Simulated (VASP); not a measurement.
# TiO (P-62m) in VASP: a series of runs

Runs on TiO. Level: r2SCAN+U. Tasks: single point.

Program: VASP 6.6.1. These are calculated values, not measurements. Logs are shortened: lines on timing, memory, paths and dates and some standing lists are left out, and cuts for length are marked.

## Step 1: The cell of the first run

Symmetry: P-62m, No. 189, hexagonal system. Conventional cell: a = 5.052 Å, b = 5.052 Å, c = 2.846 Å, α = 90.00°, β = 90.00°, γ = 120.00°. Within 3.0 Å of Ti (site symmetry -6) lie 6 O at 2.11 Å and 5 Ti at 2.85 to 2.92 Å. Ti (site symmetry -62m) has 3 O at 1.97 Å within 2.6 Å. Within 2.9 Å of O (site symmetry m2m) lie 5 Ti at 1.97 to 2.11 Å and 6 O at 2.70 to 2.85 Å.

## Step 2: Single point, r2SCAN+U (uniaxial strain along c: -2.0 %)

POSCAR

```
TiO
1.0
    5.0524333551      0.0000000000      0.0000000000
   -2.5262166775      4.3755356364      0.0000000000
    0.0000000000      0.0000000000      2.8459764479
Ti O
3 3
Direct
    0.6666666673      0.3333333363      0.5000000000
    0.3333333363      0.6666666673      0.5000000000
   -0.0000000029     -0.0000000029      0.0000000000
    0.6091380483      0.6091380483      0.0000000000
    0.3908619485      0.0000000025      0.0000000000
    0.0000000025      0.3908619485      0.0000000000
```

INCAR.step1

```
SYSTEM = TiO
ALGO     = Normal         ! electronic algorithm
EDIFF    = 1E-4           ! SCF threshold, eV
ENCUT    = 520            ! plane-wave cutoff, eV
GGA      = PE             ! functional
ISMEAR   = 0              ! smearing method
LASPH    = .True.         ! aspherical terms in the spheres
LCHARG   = .False.        ! write CHGCAR
LDAU     = .True.         ! DFT+U
LDAUJ    = 0 0          
LDAUL    = 2 -1           ! shell
LDAUTYPE = 2            
LDAUU    = 4 0            ! U, eV
LMAXMIX  = 4              ! l up to which the mixer works
LREAL    = .False.        ! projectors in reciprocal space
LWAVE    = .True.         ! write WAVECAR
NBANDS   = 36             ! bands
NELM     = 150            ! most SCF steps
PREC     = Accurate       ! precision mode
SIGMA    = 0.1            ! smearing width, eV
```

INCAR.step2

```
SYSTEM = TiO
ALGO     = Normal         ! electronic algorithm
EDIFF    = 1E-6           ! SCF threshold, eV
ENCUT    = 520            ! plane-wave cutoff, eV
ISIF     = 2              ! what is computed and relaxed
ISMEAR   = 0              ! smearing method
ISTART   = 1            
LASPH    = .True.         ! aspherical terms in the spheres
LCHARG   = .False.        ! write CHGCAR
LDAU     = .True.         ! DFT+U
LDAUJ    = 0 0          
LDAUL    = 2 -1           ! shell
LDAUPRINT= 1            
LDAUTYPE = 2            
LDAUU    = 4 0            ! U, eV
LMAXMIX  = 4              ! l up to which the mixer works
LMIXTAU  = .True.       
LREAL    = .False.        ! projectors in reciprocal space
LWAVE    = .False.        ! write WAVECAR
METAGGA  = R2SCAN         ! meta-GGA
NBANDS   = 36             ! bands
NELM     = 150            ! most SCF steps
PREC     = Accurate       ! precision mode
SIGMA    = 0.1            ! smearing width, eV
```

KPOINTS

```
k-points
0
Gamma
  12 12 12
  0 0 0
```

Potentials or basis: VASP PAW PBE potentials, release 64 (Ti_sv, O).

On the command line:

```sh
cat potpaw_PBE.64/Ti_sv/POTCAR potpaw_PBE.64/O/POTCAR > POTCAR
cp INCAR.step1 INCAR
mpirun -np 1 vasp_std > vasp.out
cp INCAR.step2 INCAR
mpirun -np 1 vasp_std > vasp.out
```

OUTCAR:

```text
SYSTEM = TiO
   EDIFF = 1E-6
   ENCUT = 520
   ISIF = 2
   ISMEAR = 0
   ISTART = 1
   LASPH = .True.
   LREAL = .False.
   METAGGA = R2SCAN
   NELM = 150
   PREC = Accurate

 ion  position               nearest neighbor table
   1  0.667  0.333  0.500-   4 2.11   4 2.11   5 2.11   5 2.11   6 2.11   6 2.11   2 2.92   2 2.92
                             2 2.92
   2  0.333  0.667  0.500-   4 2.11   4 2.11   6 2.11   6 2.11   5 2.11   5 2.11   1 2.92   1 2.92
                             1 2.92
   3  1.000  1.000  0.000-   6 1.97   5 1.97   4 1.97
   4  0.609  0.609  0.000-   3 1.97   1 2.11   1 2.11   2 2.11   2 2.11
   5  0.391  0.000  0.000-   3 1.97   1 2.11   1 2.11   2 2.11   2 2.11
   6  0.000  0.391  0.000-   3 1.97   2 2.11   2 2.11   1 2.11   1 2.11

  LATTYP: Found a hexagonal cell.
 ALAT       =     5.0524333551
 C/A-ratio  =     0.5632882708

  Lattice vectors:

 A1 = (   5.0524333551,   0.0000000000,   0.0000000000)
 A2 = (  -2.5262166775,   4.3755356364,   0.0000000000)
 A3 = (   0.0000000000,   0.0000000000,   2.8459764479)

Analysis of symmetry for initial positions (statically):
=====================================================================
 Subroutine PRICEL returns:
 Original cell was already a primitive cell.

 Routine SETGRP: Setting up the symmetry group for a
 hexagonal supercell.

 Subroutine GETGRP returns: Found 12 space group operations
 (whereof 12 operations were pure point group operations)
 out of a pool of 24 trial point group operations.

The static configuration has the point symmetry D_3h.

Analysis of symmetry for dynamics (positions and initial velocities):
=====================================================================
 Subroutine PRICEL returns:
 Original cell was already a primitive cell.

 Routine SETGRP: Setting up the symmetry group for a
 hexagonal supercell.

 Subroutine GETGRP returns: Found 12 space group operations
 (whereof 12 operations were pure point group operations)
 out of a pool of 24 trial point group operations.

[... 140 lines left out ...]
   IVDW    =     0    specifies the selected vdW correction
   LEPSILON=     F    determine dielectric tensor
   LRPA    =     F    only Hartree local field effects (RPA)
 non-spin polarized calculation
 Gauss-broadening in eV      SIGMA  =   0.10
  energy-cutoff  :      520.00
  volume of cell :       62.92
 maximum number of plane-waves:      1715
 NGX is ok and might be reduce to    40
   NGX = 19   NGY = 19   NGZ = 11

atom =   1  type =  1  l = 2

 onsite density matrix

spin component  1
[... 83 lines left out ...]
  o =  0.1525  v = -0.0254 -0.0000 -0.0000  0.0000 -0.9997  0.0000  0.0000  0.0000  0.0000  0.0000      0.0000  0.0000  0.0000  0.0000  0.0000  0.0000  0.0000  0.0000  0.0000  0.0000
  o =  0.1525  v =  0.0000  0.0000  0.0000  0.0000  0.0000 -0.0254 -0.0000 -0.0000  0.0000 -0.9997      0.0000  0.0000  0.0000  0.0000  0.0000  0.0000  0.0000  0.0000  0.0000  0.0000
  o =  0.1525  v =  0.0000  0.0000  0.0000  0.0000  0.0000  0.9997 -0.0000  0.0000  0.0000 -0.0254      0.0000  0.0000  0.0000  0.0000  0.0000  0.0000  0.0000  0.0000  0.0000  0.0000
  o =  0.1525  v =  0.9997 -0.0000  0.0000  0.0000 -0.0254  0.0000  0.0000  0.0000  0.0000  0.0000      0.0000  0.0000  0.0000  0.0000  0.0000  0.0000  0.0000  0.0000  0.0000  0.0000
  o =  0.1585  v = -0.0000 -0.9122  0.0000  0.4097  0.0000  0.0000  0.0000  0.0000  0.0000  0.0000      0.0000  0.0000  0.0000  0.0000  0.0000  0.0000  0.0000  0.0000  0.0000  0.0000
  o =  0.1585  v =  0.0000  0.0000  0.0000  0.0000  0.0000 -0.0000 -0.9122  0.0000  0.4097  0.0000      0.0000  0.0000  0.0000  0.0000  0.0000  0.0000  0.0000  0.0000  0.0000  0.0000
  o =  0.1585  v = -0.0000  0.4097 -0.0000  0.9122 -0.0000  0.0000  0.0000  0.0000  0.0000  0.0000      0.0000  0.0000  0.0000  0.0000  0.0000  0.0000  0.0000  0.0000  0.0000  0.0000
  o =  0.1585  v =  0.0000  0.0000  0.0000  0.0000  0.0000 -0.0000  0.4097 -0.0000  0.9122 -0.0000      0.0000  0.0000  0.0000  0.0000  0.0000  0.0000  0.0000  0.0000  0.0000  0.0000
  o =  0.2905  v =  0.0000  0.0000  0.0000  0.0000  0.0000 -0.0000  0.0000  1.0000  0.0000 -0.0000      0.0000  0.0000  0.0000  0.0000  0.0000  0.0000  0.0000  0.0000  0.0000  0.0000
  o =  0.2905  v = -0.0000  0.0000  1.0000  0.0000 -0.0000  0.0000  0.0000  0.0000  0.0000  0.0000      0.0000  0.0000  0.0000  0.0000  0.0000  0.0000  0.0000  0.0000  0.0000  0.0000

 number of electron      54.0000007 magnetization

 Free energy of the ion-electron system (eV)
  ---------------------------------------------------
  ext. energy  EPLUGINS =         0.00000000
  ---------------------------------------------------
  free energy    TOTEN  =       -64.66043218 eV

  energy without entropy =      -64.65770627  energy(sigma->0) =      -64.65906922

 E-fermi :  11.0285     XC(G=0): -13.2104

 val. band max:       11.0068759400   @ k =   0.1667  -0.0000   0.1667
 cond. band min:      11.0307886182   @ k =   0.1667  -0.0000   0.0000
 fundamental gap:      0.0239126782
 Fermi energy:        11.0285127986

 k-point     1 :       0.0000    0.0000    0.0000
  band No.  band energies     occupation
      1     -50.6509      2.00000
      2     -50.5828      2.00000
      3     -50.2254      2.00000
      4     -26.0408      2.00000
      5     -26.0408      2.00000
      6     -25.7913      2.00000
[... 925 lines left out ...]
     35      13.3525      0.00000
     36      13.6620      0.00000

 [... further k-points ...]
[... 5 lines left out ...]
  --------------------------------------------------------------------------------------
  -------------------------------------------------------------------------------------
  Total        2.0135504      2.0135504      4.9814121      0.0000000      0.0000000     -0.0000000
  in kB       51.2755076     51.2755076    126.8527629      0.0000000      0.0000000     -0.0000000
  external PRESSURE =      76.4679260 kB  Pullay stress =       0.0000000 kB

 VOLUME and BASIS-vectors are now :
 -----------------------------------------------------------------------------
  energy-cutoff  :      520.00
  volume of cell :       62.92
      direct lattice vectors                 reciprocal lattice vectors
     5.052433355  0.000000000  0.000000000     0.197924432  0.114271724  0.000000000
    -2.526216677  4.375535636  0.000000000     0.000000000  0.228543448  0.000000000
     0.000000000  0.000000000  2.845976448     0.000000000  0.000000000  0.351373252

 POSITION                                       TOTAL-FORCE (eV/Angst)
 -----------------------------------------------------------------------------------
      2.52622      1.45851      1.42299        -0.000000     -0.000000      0.000000
      0.00000      2.91702      1.42299        -0.000000     -0.000000      0.000000
      2.52622      4.37554      0.00000        -0.000000     -0.000000      0.000000
      1.53881      2.66531      0.00000        -0.149538     -0.259008     -0.000000
      1.97480      0.00000      0.00000         0.299077     -0.000000      0.000000
     -0.98740      1.71023      0.00000        -0.149538      0.259008      0.000000
 -----------------------------------------------------------------------------------
    total drift:                               -0.000000     -0.000001      0.000001

  FREE ENERGIE OF THE ION-ELECTRON SYSTEM (eV)
  ---------------------------------------------------
  free  energy   TOTEN  =       -64.6604321787 eV

  energy  without entropy=      -64.6577062688  energy(sigma->0) =      -64.65906922
```

OUTCAR.step1:

```text
SYSTEM = TiO
   EDIFF = 1E-4
   ENCUT = 520
   GGA = PE
   ISMEAR = 0
   LASPH = .True.
   LREAL = .False.
   NELM = 150
[... 1178 lines left out ...]
      1.53881      2.66531      0.00000        -0.151067     -0.261655     -0.000000
      1.97480      0.00000      0.00000         0.302134     -0.000000      0.000000
     -0.98740      1.71023      0.00000        -0.151067      0.261655      0.000000
 -----------------------------------------------------------------------------------
    total drift:                                0.000001      0.000001      0.000001

  FREE ENERGIE OF THE ION-ELECTRON SYSTEM (eV)
  ---------------------------------------------------
  free  energy   TOTEN  =       -44.6527643457 eV

  energy  without entropy=      -44.6501853352  energy(sigma->0) =      -44.65147484
```

Wall time 34 min (1 thread of Oxide Virtual Turin-like, shared host); peak memory 0.33 GiB.

What came out:

| Property | Result |
| --- | --- |
| Free energy | -64.6604 eV |
| Pressure | 7.6 GPa |
| Largest force | 0.299 eV/Å |
| Band gap on the k mesh | zero (bands 27 and 28 overlap by 1.31 eV) |

Forces in eV/Å, atoms in the order of the input:
```
Ti   0.000  0.000  0.000
Ti   0.000  0.000  0.000
Ti   0.000  0.000  0.000
O   -0.150 -0.259  0.000
O    0.299  0.000  0.000
O   -0.150  0.259  0.000
```

Levels at points of the mesh, in eV from the Fermi level:
```
           k point  band 24  band 25  band 26  band 27  band 28  band 29  band 30  band 31
(0.00, 0.00, 0.00)    -5.96    -3.83    -1.20    -0.71    -0.71     0.77     1.15     1.15
(0.50, 0.00, 0.00)    -5.87    -2.96    -2.29    -1.87     0.62     1.35     1.36     1.82
(0.00, 0.00, 0.50)    -6.21    -1.86    -1.86     0.53     1.44     1.44     1.59     1.59
(0.50, 0.00, 0.50)    -5.89    -1.94    -1.49    -0.44     0.69     1.15     1.61     1.72
```

Eigenvalues of the final occupation matrices:
| site | spin | trace | eigenvalues |
| --- | --- | --- | --- |
| site 1 d | 1 | 0.91 | 0.11 0.11 0.20 0.20 0.31 |
| site 1 d | 2 | 0.91 | 0.11 0.11 0.20 0.20 0.31 |
| site 2 d | 1 | 0.91 | 0.11 0.11 0.20 0.20 0.31 |
| site 2 d | 2 | 0.91 | 0.11 0.11 0.20 0.20 0.31 |
| site 3 d | 1 | 0.91 | 0.15 0.15 0.16 0.16 0.29 |
| site 3 d | 2 | 0.91 | 0.15 0.15 0.16 0.16 0.29 |

Caveat: the cell differs from its parent crystal (uniaxial strain along c: -2.0 %); the stress differs along the axes, from 5 to 13 GPa; the PAW data sets were made with another functional, which shifts forces and pressure a little; U without spin polarisation on a metal has little footing.

## Step 3: Single point, r2SCAN+U (uniaxial strain along c: +1.0 %, then relaxed in part)

POSCAR

```
TiO
1.0
    5.0151491709      0.0000000000      0.0000000000
   -2.5075745855      4.3432465858      0.0000000000
    0.0000000000      0.0000000000      2.9330981759
Ti O
3 3
Direct
    0.6666666667      0.3333333139      0.5000000000
    0.3333333139      0.6666666667      0.5000000000
    0.0000000164      0.0000000164      0.0000000000
    0.6086832670      0.6086832670      0.0000000000
    0.3913167376     -0.0000000016      0.0000000000
   -0.0000000016      0.3913167376      0.0000000000
```

INCAR.step1

```
SYSTEM = TiO
  ALGO = Normal
  EDIFF = 1E-4
  ENCUT = 520
  GGA = PE
  ISMEAR = 0
  LASPH = .TRUE.
  LCHARG = .FALSE.
  LDAU = .TRUE.
  LDAUJ = 0 0
  LDAUL = 2 -1
  LDAUTYPE = 2
  LDAUU = 4 0
  LMAXMIX = 4
  LREAL = .FALSE.
  LWAVE = .TRUE.
  NBANDS = 36
  NELM = 150
  PREC = Accurate
  SIGMA = 0.1
```

INCAR.step2

```
SYSTEM = TiO
  ALGO = Normal
  EDIFF = 1E-7
  ENCUT = 520
  ISIF = 2
  ISMEAR = 0
  ISTART = 1
  LASPH = .TRUE.
  LCHARG = .TRUE.
  LDAU = .TRUE.
  LDAUJ = 0 0
  LDAUL = 2 -1
  LDAUPRINT = 1
  LDAUTYPE = 2
  LDAUU = 4 0
  LELF = .TRUE.
  LMAXMIX = 4
  LMIXTAU = .TRUE.
  LREAL = .FALSE.
  LVHAR = .TRUE.
  LWAVE = .FALSE.
  METAGGA = R2SCAN
  NBANDS = 36
  NELM = 150
  PREC = Accurate
  SIGMA = 0.1
```

KPOINTS

```
k-points
0
G
  12 12 12
  0 0 0
```

Potentials or basis: VASP PAW PBE potentials, release 64 (Ti_sv, O).

On the command line:

```sh
cat potpaw_PBE.64/Ti_sv/POTCAR potpaw_PBE.64/O/POTCAR > POTCAR
cp INCAR.step1 INCAR
mpirun -np 1 vasp_std > vasp.out
cp INCAR.step2 INCAR
mpirun -np 1 vasp_std > vasp.out
```

Run time: 34 min. Hardware: 1 thread of Oxide Virtual Turin-like, shared host; peak memory 0.34 GiB.

Results (log left out):

```
Free energy            : -64.7205 eV
Pressure               : 3.9 GPa
Largest force          : 0.382 eV/Å
Band gap on the k mesh : zero (bands 27 and 28 overlap by 0.93 eV)
```

Forces in eV/Å, atoms in the order of the input:
```
Ti   0.000  0.000  0.000
Ti   0.000  0.000  0.000
Ti   0.000  0.000  0.000
O   -0.191 -0.331  0.000
O    0.382  0.000  0.000
O   -0.191  0.331  0.000
```

Stress tensor (GPa, compression positive):
```
4.86 0.00 0.00
0.00 4.86 0.00
0.00 0.00 1.99
```

Levels at points of the mesh, in eV from the Fermi level:
| k point | band 25 | band 26 | band 27 | band 28 | band 29 | band 30 |
| --- | --- | --- | --- | --- | --- | --- |
| (0.00, 0.00, 0.00) | -3.82 | -0.86 | -0.59 | -0.59 | 1.03 | 1.03 |
| (0.50, 0.00, 0.00) | -2.89 | -2.10 | -1.68 | 0.54 | 1.44 | 1.51 |
| (0.00, 0.00, 0.50) | -1.78 | -1.78 | 0.24 | 1.54 | 1.54 | 1.69 |
| (0.50, 0.00, 0.50) | -1.85 | -1.53 | -0.34 | 0.76 | 1.21 | 1.47 |

Eigenvalues of the final occupation matrices:
| site | spin | trace | eigenvalues |
| --- | --- | --- | --- |
| site 1 d | 1 | 0.90 | 0.10 0.10 0.20 0.20 0.31 |
| site 1 d | 2 | 0.90 | 0.10 0.10 0.20 0.20 0.31 |
| site 2 d | 1 | 0.90 | 0.10 0.10 0.20 0.20 0.31 |
| site 2 d | 2 | 0.90 | 0.10 0.10 0.20 0.20 0.31 |
| site 3 d | 1 | 0.90 | 0.15 0.15 0.16 0.16 0.28 |
| site 3 d | 2 | 0.90 | 0.15 0.15 0.16 0.16 0.28 |

Caveat: the cell differs from its parent crystal (uniaxial strain along c: +1.0 %, then relaxed in part); the cell stands under pressure; the PAW data sets were made with another functional, which shifts forces and pressure a little; U without spin polarisation on a metal has little footing.

(Part 1 of 2 ends here.)

The gap in the log of VASP goes by the Fermi energy; the results here count the filled bands.